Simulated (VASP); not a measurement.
# As10Se12S3 in VASP: notebook

As10Se12S3 is run at these levels: PBE+D3(BJ); tasks: single point.

Everything below comes from runs of VASP 6.6.1. Logs are shortened: lines on timing, memory, paths and dates and some standing lists are left out, and cuts for length are marked.

## (1) The cell of the first run

The cell holds an amorphous packing of atoms, 25 atoms: a = 8.827 Å, b = 8.964 Å, c = 8.864 Å, α = 87.11°, β = 86.18°, γ = 86.85°.

## (2) Single point, PBE+D3(BJ)

Input file INCAR:

```
SYSTEM = As10Se12S3
ALGO = Normal
EDIFF = 1E-7
ENCUT = 520
GGA = PE
ISIF = 2
ISMEAR = -1
ISYM = 0
IVDW = 12
LASPH = .True.
LCHARG = .True.
LELF = .True.
LREAL = Auto
LVHAR = .True.
LWAVE = .False.
NBANDS = 88
NELM = 60
PREC = Accurate
SIGMA = 0.0655
```

Input file KPOINTS:

```
Automatic mesh
0
Gamma
  1 1 1
  0.25 0.25 0.25
```

Input file POSCAR:

```
As10Se12S3
1.0
    8.8186510000      0.2405820000      0.2922810000
    0.2405820000      8.9584340000      0.2205530000
    0.2922810000      0.2205530000      8.8565100000
As S Se
10 3 12
Direct
    0.0482440143      0.6456632575      0.6839203279
    0.2355025382     -0.0144409614      1.0047096520
    0.6887974453      0.6959700116      0.5503226801
    0.0912394353      0.8809611368      0.5636660293
    0.5220951643      0.4392672666      0.4446753619
    0.5754228569      0.4520930205      0.1404203642
    0.7716925404      0.5972465082      0.7826066276
    0.8991947593      0.3388153248      0.6261315936
    0.2203264721      0.2577689588      0.8411910607
    0.6182432157      0.0890995242      0.4045630940
    0.5121973245      0.8464174335      0.0933237302
    0.1500585576      0.3431840615      0.6089141728
    0.3283153657      0.6824490104      0.3028469996
    0.9195945616      0.0284976118      0.4229918724
    1.0211615959      0.9217150515      0.9473117343
    0.8180717721      0.5294913900      0.1407325515
    0.7359544660      0.1047861555      0.1670199200
    0.5463228872      0.8810474367      0.8515605521
    0.3395584622      0.5889411943      0.9260156389
    0.3761475968      0.6784579894      0.5505005086
    0.9558917124      0.5344813906      0.4461938778
    0.1787357602      0.9868951586      0.2960524231
    0.1909722729      0.4225196314      0.0619183472
    0.5061825839      0.2577790436      0.7272811194
    0.3812098424      0.2291784715      0.3118958378
```

Potentials or basis: VASP PAW PBE potentials, release 64 (As, S, Se).

Started as:

```console
> cat potpaw_PBE.64/As/POTCAR potpaw_PBE.64/S/POTCAR potpaw_PBE.64/Se/POTCAR > POTCAR
> mpirun -np 1 vasp_std > vasp.out
```

OUTCAR:

```text
SYSTEM = As10Se12S3
   EDIFF = 1E-7
   ENCUT = 520
   GGA = PE
   ISIF = 2
   ISMEAR = -1
   ISYM = 0
   IVDW = 12
   LASPH = .True.
   LREAL = Auto
   NELM = 60
   PREC = Accurate
 IVDW          = 12

 ion  position               nearest neighbor table
   1  0.048  0.646  0.684-   4 2.35  21 2.57   7 2.59
   2  0.236  0.986  0.005-  15 2.11  22 2.60   9 2.78  11 2.82
   3  0.689  0.696  0.550-   7 2.35  20 2.77  21 2.82
   4  0.091  0.881  0.564-  14 2.34   1 2.35  22 2.60
   5  0.522  0.439  0.445-  20 2.62  25 2.67   6 2.70
   6  0.575  0.452  0.140-  16 2.29   5 2.70
   7  0.772  0.597  0.783-   3 2.35   1 2.59   8 2.90
   8  0.899  0.339  0.626-  12 2.21  21 2.36   7 2.90
   9  0.220  0.258  0.841-  12 2.27  23 2.50  24 2.65   2 2.78
  10  0.618  0.089  0.405-  17 2.29  25 2.54  14 2.70
  11  0.512  0.846  0.093-  18 2.15   2 2.82
  12  0.150  0.343  0.609-   8 2.21   9 2.27  21 2.78
  13  0.328  0.682  0.303-  20 2.26
  14  0.920  0.028  0.423-   4 2.34  22 2.50  10 2.70
  15  0.021  0.922  0.947-   2 2.11
  16  0.818  0.529  0.141-   6 2.29
  17  0.736  0.105  0.167-  10 2.29
  18  0.546  0.881  0.852-  11 2.15
  19  0.340  0.589  0.926-  23 2.28
  20  0.376  0.678  0.551-  13 2.26   5 2.62   3 2.77
  21  0.956  0.534  0.446-   8 2.36   1 2.57  12 2.78   3 2.82
  22  0.179  0.987  0.296-  14 2.50   4 2.60   2 2.60
  23  0.191  0.423  0.062-  19 2.28   9 2.50
  24  0.506  0.258  0.727-   9 2.65
  25  0.381  0.229  0.312-  10 2.54   5 2.67

IMPORTANT INFORMATION: All symmetrisations will be switched off!
NOSYMM: (Re-)initialisation of all symmetry stuff for point group C_1.

----------------------------------------------------------------------------------------

                                     Primitive cell

  volume of cell :     698.0000

  direct lattice vectors                    reciprocal lattice vectors
     8.818651000  0.240582000  0.292281000     0.113598598 -0.002960249 -0.003675242
     0.240582000  8.958434000  0.220553000    -0.002960249  0.111772274 -0.002685763
     0.292281000  0.220553000  8.856510000    -0.003675242 -0.002685763  0.113099467

  length of vectors
     8.826772533  8.964377449  8.864075879     0.113696578  0.111843719  0.113191033

  position of ions in fractional coordinates (direct lattice)
     0.048244014  0.645663257  0.683920328
     0.235502538  0.985559039  0.004709652
     0.688797445  0.695970012  0.550322680
     0.091239435  0.880961137  0.563666029
     0.522095164  0.439267267  0.444675362
     0.575422857  0.452093021  0.140420364
[... 17 lines left out ...]
     0.506182584  0.257779044  0.727281119
[... 83 lines left out ...]
   ISIF   =      2    stress and relaxation
   ISYM   =      0    0-nonsym 1-usesym 2-fastsym
   POTIM  = 0.5000    time-step for ionic-motion
   TEBEG  =    0.0;   TEEND  =   0.0 temperature during run
   PSTRESS=    0.0 pullay stress
   NELECT =     140.0000    total number of electrons
   NUPDOWN=      -1.0000    fix difference up-down
   EMIN   =  10.00;   EMAX   =-10.00  energy-range for DOS
   EFERMI =   0.00;   METHOD = LEGACY
   ISMEAR =    -1;   SIGMA  =   0.07  broadening in eV -4-tet -1-fermi 0-gaus
   EFERMI_NEDOS =   21; number of points for ismear=-14 and -15
   IALGO  =     38    algorithm
   IMIX   =      4    mixing-type and parameters
     AMIX     =   0.40;   BMIX     =  1.00
     AMIX_MAG =   1.60;   BMIX_MAG =  1.00
  volume/ion in A,a.u.               =      27.92       188.41
  Fermi-wavevector in a.u.,A,eV,Ry     =   0.958295  1.810914 12.494618  0.918329
  Thomas-Fermi vector in A             =   2.087389
   LORBIT       =      0    0 simple, 1 ext, 2 COOP (PROOUT), +10 PAW based schemes
   GGA     = PE    functional components
   LHFCALC =     F    Hartree Fock is set to
   AEXX    =    0.0000 exact exchange contribution
   IVDW    =    12    specifies the selected vdW correction
   LEPSILON=     F    determine dielectric tensor
   LRPA    =     F    only Hartree local field effects (RPA)
 non-spin polarized calculation
  energy-cutoff  :      520.00
  volume of cell :      698.00
 maximum number of plane-waves:     18812
 NGX is ok and might be reduce to    70
   NGX = 33   NGY = 33   NGZ = 33

 number of electron     140.0000001 magnetization

 Free energy of the ion-electron system (eV)
  ---------------------------------------------------
  ext. energy  EPLUGINS =         0.00000000
  ---------------------------------------------------
  free energy    TOTEN  =       -92.16012760 eV

  energy without entropy =      -91.98873250  energy(sigma->0) =      -92.07443005

 E-fermi :   2.5964     XC(G=0):  -8.5575

 val. band max:        2.5208540775   @ k =   0.2500   0.2500   0.2500
 cond. band min:       2.6757712915   @ k =   0.2500   0.2500   0.2500
 fundamental gap:      0.1549172139
 Fermi energy:         2.5964434339

 k-point     1 :       0.2500    0.2500    0.2500
  band No.  band energies     occupation
      1     -13.1000      2.00000
      2     -12.7638      2.00000
      3     -12.4413      2.00000
      4     -12.3316      2.00000
      5     -12.1246      2.00000
      6     -11.7291      2.00000
[... 74 lines left out ...]
     81       4.3127      0.00000
     82       4.4721      0.00000
 [bands above 82 left out]

------------------------ aborting loop because EDIFF is reached ----------------------------------------

 Edisp (eV)   -7.42225

 E8    (eV) :    -3.0270

  FORCE on cell =-STRESS in cart. coord.  units (eV):
  Direction    XX          YY          ZZ          XY          YZ          ZX
  --------------------------------------------------------------------------------------
  -------------------------------------------------------------------------------------
  Total       3.09146     1.40142    -0.36167     2.33897    -4.45116     3.88392
  in kB       7.09609     3.21680    -0.83018     5.36884   -10.21712     8.91507
  external pressure =        3.16 kB  Pullay stress =        0.00 kB

 VOLUME and BASIS-vectors are now :
 -----------------------------------------------------------------------------
  energy-cutoff  :      520.00
  volume of cell :      698.00
      direct lattice vectors                 reciprocal lattice vectors
     8.818651000  0.240582000  0.292281000     0.113598598 -0.002960249 -0.003675242
     0.240582000  8.958434000  0.220553000    -0.002960249  0.111772274 -0.002685763
     0.292281000  0.220553000  8.856510000    -0.003675242 -0.002685763  0.113099467

 POSITION                                       TOTAL-FORCE (eV/Angst)
 -----------------------------------------------------------------------------------
      0.78068      5.94658      6.21365        -0.439052     -0.542758      0.016384
      2.31530      8.88676      0.32791         2.936532      0.980893      0.618469
      6.40255      6.52189      5.22876        -0.070026      0.078759     -1.559512
      1.18130      8.03830      5.21308         1.236433      1.172455      1.433409
      4.83982      4.15883      4.18775         0.050603     -0.615532      0.627149
      5.22426      4.21945      1.51153         0.113980      0.293730     -0.082611
[... 17 lines left out ...]
      4.73844      2.59148      6.64597        -0.926987      0.006562      0.036960
      3.50805      2.21358      2.92427         0.487078     -0.298855      0.356221
 -----------------------------------------------------------------------------------
    total drift:                               -0.026754     -0.003814      0.022544

  FREE ENERGIE OF THE ION-ELECTRON SYSTEM (eV)
  ---------------------------------------------------
  free  energy   TOTEN  =       -99.5823738690 eV

  energy  without entropy=      -99.4109787705  energy(sigma->0) =      -99.49667632
```

stdout:

```text
POSCAR found type information on POSCAR AsS Se
 POSCAR found :  3 types and      25 ions
 scaLAPACK will be used
 LDA part: xc-table for (Slater+PW92), standard interpolation
 POSCAR, INCAR and KPOINTS ok, starting setup
 FFT: planning ... GRIDC
 FFT: planning ... GRID_SOFT
 FFT: planning ... GRID
 WAVECAR not read
 entering main loop
```

Wall time 1.8 min (1 thread of Intel Xeon 6975P-C (Granite Rapids), shared host); peak memory 0.67 GiB.

Results:

* Free energy: -99.5824 eV
* Pressure: 0.3 GPa
* Largest force: 3.645 eV/Å
* Band gap on the k mesh: 0.15 eV
* Dispersion energy per atom: -0.297 eV

Forces on the atoms (eV/Å):
```
As  -0.439 -0.543  0.016
As   2.937  0.981  0.618
As  -0.070  0.079 -1.560
As   1.236  1.172  1.433
As   0.051 -0.616  0.627
As   0.114  0.294 -0.083
As  -0.006 -0.599  0.866
As  -1.562 -0.430  0.573
As   1.648 -0.831 -0.290
As  -1.223  0.305  0.379
S    0.315  0.329 -0.080
S    0.996 -0.416  0.577
S    0.669 -0.314  0.275
Se  -0.448  0.664 -0.183
Se  -3.116 -1.401 -1.271
Se  -0.184 -0.257  0.052
Se  -0.177  0.017 -0.709
Se   0.053  0.057 -0.317
Se   0.777  0.902  0.306
Se  -0.497  0.000 -0.241
Se  -0.468  1.098 -0.962
Se   0.421 -0.041 -0.061
Se  -0.587 -0.159 -0.360
Se  -0.927  0.007  0.037
Se   0.487 -0.299  0.356
```

Caveat: the k points lie up to 0.71 Å⁻¹ apart.

## (3) Single point, PBE+D3(BJ)

Input file INCAR:

```
PREC = Accurate
ENCUT = 520
EDIFF = 1E-7
ISMEAR = -1
SIGMA = 0.0655
LREAL = Auto
LASPH = True
NELM = 60
ALGO = Normal
ISIF = 2
LWAVE = False
LCHARG = True
GGA = PE
IVDW = 12
LELF = True
LVHAR = True
ISYM = 0
NBANDS = 88
```

KPOINTS is that of step 2.

Input file POSCAR:

```
As10Se12S3
1.0
    8.8186510000      0.2405820000      0.2922810000
    0.2405820000      8.9584340000      0.2205530000
    0.2922810000      0.2205530000      8.8565100000
As S Se
10 3 12
Direct
    0.0571683304      0.6379501253      0.6756481920
    0.2511366800     -0.0222066322      1.0062192962
    0.6991999844      0.6894719527      0.5432847726
    0.0978873595      0.8987083757      0.5822563918
    0.5279192793      0.4351019906      0.4565825789
    0.5805416730      0.4536840500      0.1446976654
    0.7767887437      0.5797101274      0.7768187019
    0.8875988823      0.3417556523      0.6269342525
    0.2290993352      0.2484792794      0.8453278737
    0.6163459124      0.0825743675      0.4038360230
    0.5383788952      0.8731101075      0.0877814201
    0.1576874173      0.3332750373      0.6211786759
    0.3188647613      0.6646533429      0.3060387895
    0.9185346371      0.0373637105      0.4293832559
    1.0205687434      0.9176846375      0.9448716308
    0.8227959561      0.5234361832      0.1299170841
    0.7434671963      0.1128394270      0.1670828114
    0.5533799980      0.8789770914      0.8463973401
    0.3296060290      0.5946047862      0.9268383992
    0.3581992902      0.6715723827      0.5482574795
    0.9560701541      0.5375693238      0.4498529705
    0.1846758352      0.9887767902      0.2953471599
    0.1796668725      0.4171268678      0.0660198210
    0.4957751176      0.2480319881      0.7243893084
    0.3683687962      0.2230257001      0.3141742981
```

Potentials or basis: VASP PAW PBE potentials, release 64 (As, S, Se).

Started as:

```console
> cat potpaw_PBE.64/As/POTCAR potpaw_PBE.64/S/POTCAR potpaw_PBE.64/Se/POTCAR > POTCAR
> mpirun -np 1 vasp_std > vasp.out
```

OUTCAR:

```text
PREC = Accurate
   ENCUT = 520
   EDIFF = 1E-7
   ISMEAR = -1
   LREAL = Auto
   LASPH = True
   NELM = 60
   ISIF = 2
   GGA = PE
   IVDW = 12
   ISYM = 0
 IVDW          = 12

 ion  position               nearest neighbor table
   1  0.057  0.638  0.676-  21 2.47   4 2.48   7 2.65  20 2.84
   2  0.251  0.978  0.006-  15 2.24  22 2.60   9 2.76  11 2.78
   3  0.699  0.689  0.543-   7 2.37  21 2.68
   4  0.098  0.899  0.582-  14 2.41   1 2.48  22 2.70
   5  0.528  0.435  0.457-  20 2.66   6 2.77  25 2.82  24 2.84
   6  0.581  0.454  0.145-  16 2.25   5 2.77
   7  0.777  0.580  0.777-   3 2.37   1 2.65   8 2.67
   8  0.888  0.342  0.627-  21 2.37  12 2.38   7 2.67
   9  0.229  0.248  0.845-  12 2.21  24 2.52  23 2.53   2 2.76
  10  0.616  0.083  0.404-  17 2.32  25 2.61  14 2.70
  11  0.538  0.873  0.088-  18 2.13   2 2.78
  12  0.158  0.333  0.621-   9 2.21   8 2.38
  13  0.319  0.665  0.306-  20 2.20
  14  0.919  0.037  0.429-   4 2.41  22 2.59  10 2.70
  15  0.021  0.918  0.945-   2 2.24
  16  0.823  0.523  0.130-   6 2.25
  17  0.743  0.113  0.167-  10 2.32
  18  0.553  0.879  0.846-  11 2.13
[... 181 lines left out ...]

 k-point     1 :       0.2500    0.2500    0.2500
  band No.  band energies     occupation
      1     -13.0648      2.00000
      2     -12.5690      2.00000
      3     -12.2952      2.00000
      4     -12.1573      2.00000
      5     -12.0319      2.00000
      6     -11.4605      2.00000
[... 74 lines left out ...]
     81       4.2670      0.00000
     82       4.5373      0.00000
 [bands above 82 left out]

------------------------ aborting loop because EDIFF is reached ----------------------------------------

 Edisp (eV)   -7.42596

 E8    (eV) :    -3.0301

  FORCE on cell =-STRESS in cart. coord.  units (eV):
  Direction    XX          YY          ZZ          XY          YZ          ZX
  --------------------------------------------------------------------------------------
  -------------------------------------------------------------------------------------
  Total      -6.97971    -5.28492    -1.48671    -0.65251    -1.93839     4.95786
  in kB     -16.02110   -12.13092    -3.41257    -1.49776    -4.44935    11.38020
  external pressure =      -10.52 kB  Pullay stress =        0.00 kB

 VOLUME and BASIS-vectors are now :
 -----------------------------------------------------------------------------
  energy-cutoff  :      520.00
  volume of cell :      698.00
      direct lattice vectors                 reciprocal lattice vectors
     8.818651000  0.240582000  0.292281000     0.113598598 -0.002960249 -0.003675242
     0.240582000  8.958434000  0.220553000    -0.002960249  0.111772274 -0.002685763
     0.292281000  0.220553000  8.856510000    -0.003675242 -0.002685763  0.113099467

 POSITION                                       TOTAL-FORCE (eV/Angst)
 -----------------------------------------------------------------------------------
      0.85511      5.87780      6.14130        -0.136292      0.471638      0.354159
      2.45174      8.82129      0.34414         0.923961     -0.069933     -0.297453
      6.49067      6.46463      5.16803        -0.278248     -0.302779     -1.135545
      1.24963      8.20299      5.38358         0.529772      0.494560      1.220915
      4.89366      4.12554      4.29399         0.101652     -0.489468      0.611455
      5.27103      4.23588      1.55126        -0.384362      0.029451     -0.057193
[... 17 lines left out ...]
      4.64346      2.50102      6.61517        -0.278364      0.153635      0.062057
      3.39400      2.15588      2.93934         0.585330     -0.438432      0.083805
 -----------------------------------------------------------------------------------
    total drift:                                0.016448     -0.010470     -0.024892

  FREE ENERGIE OF THE ION-ELECTRON SYSTEM (eV)
  ---------------------------------------------------
  free  energy   TOTEN  =      -100.9620890881 eV

  energy  without entropy=     -100.8075370229  energy(sigma->0) =     -100.88481306
```

OSZICAR:

```text
N       E                     dE             d eps       ncg     rms          rms(c)
DAV:   1     0.795076991413E+03    0.79508E+03   -0.55576E+04   176   0.133E+03
DAV:   2    -0.891489886413E+01   -0.80399E+03   -0.77953E+03   224   0.216E+02
DAV:   3    -0.919192814900E+02   -0.83004E+02   -0.80611E+02   208   0.730E+01
[... 11 lines left out ...]
DAV:  15    -0.935361303239E+02   -0.12976E-04   -0.15925E-05   200   0.119E-02    0.562E-03
DAV:  16    -0.935361325778E+02   -0.22539E-05   -0.21362E-06   232   0.414E-03    0.256E-03
DAV:  17    -0.935361336188E+02   -0.10411E-05   -0.10363E-06   176   0.315E-03    0.156E-03
DAV:  18    -0.935361339331E+02   -0.31423E-06   -0.17652E-07   136   0.132E-03    0.585E-04
DAV:  19    -0.935361340022E+02   -0.69160E-07   -0.84617E-08   120   0.973E-04
   1 F= -.10096209E+03 E0= -.10088481E+03  d E =-.154552E+00
```

stdout:

```text
POSCAR found type information on POSCAR AsS Se
 POSCAR found :  3 types and      25 ions
 scaLAPACK will be used
 LDA part: xc-table for (Slater+PW92), standard interpolation
 POSCAR, INCAR and KPOINTS ok, starting setup
 FFT: planning ... GRIDC
 FFT: planning ... GRID_SOFT
 FFT: planning ... GRID
 WAVECAR not read
 entering main loop
```

It took 1.8 min on 1 thread of Intel Xeon 6975P-C (Granite Rapids), shared host; peak memory 0.67 GiB.

What came out:

* Free energy: -100.9621 eV
* Pressure: -1.1 GPa
* Largest force: 1.477 eV/Å
* Band gap on the k mesh: 0.18 eV
* Dispersion energy per atom: -0.297 eV

Forces on the atoms (eV/Å):
```
As  -0.136  0.472  0.354
As   0.924 -0.070 -0.297
As  -0.278 -0.303 -1.136
As   0.530  0.495  1.221
As   0.102 -0.489  0.611
As  -0.384  0.029 -0.057
As   0.007 -0.305  0.900
As  -0.386 -0.523  0.468
As   1.186 -0.597  0.242
As  -0.915  0.429  0.036
S    0.629  0.305  0.290
S   -0.684 -0.342  0.123
S    0.626  0.035 -0.362
Se   0.208  0.266 -0.126
Se  -1.148 -0.537 -0.758
Se  -0.151 -0.154  0.110
Se  -0.563 -0.166 -0.390
Se  -0.296 -0.003 -0.362
Se   0.346  0.197  0.673
Se  -0.092 -0.084 -0.018
Se  -0.153  0.833 -1.200
Se   0.063  0.312  0.247
Se   0.261  0.485 -0.717
Se  -0.278  0.154  0.062
Se   0.585 -0.438  0.084
```

Levels at points of the mesh, in eV from the valence-band top:
| k point | band 66 | band 67 | band 68 | band 69 | band 70 | band 71 | band 72 | band 73 | band 74 | band 75 |
| --- | --- | --- | --- | --- | --- | --- | --- | --- | --- | --- |
| (0.25, 0.25, 0.25) | -0.61 | -0.51 | -0.39 | -0.26 | 0.00 | 0.18 | 0.32 | 0.51 | 0.56 | 0.85 |

Caveat: the k points lie up to 0.71 Å⁻¹ apart.

[end of part 1 of 2]
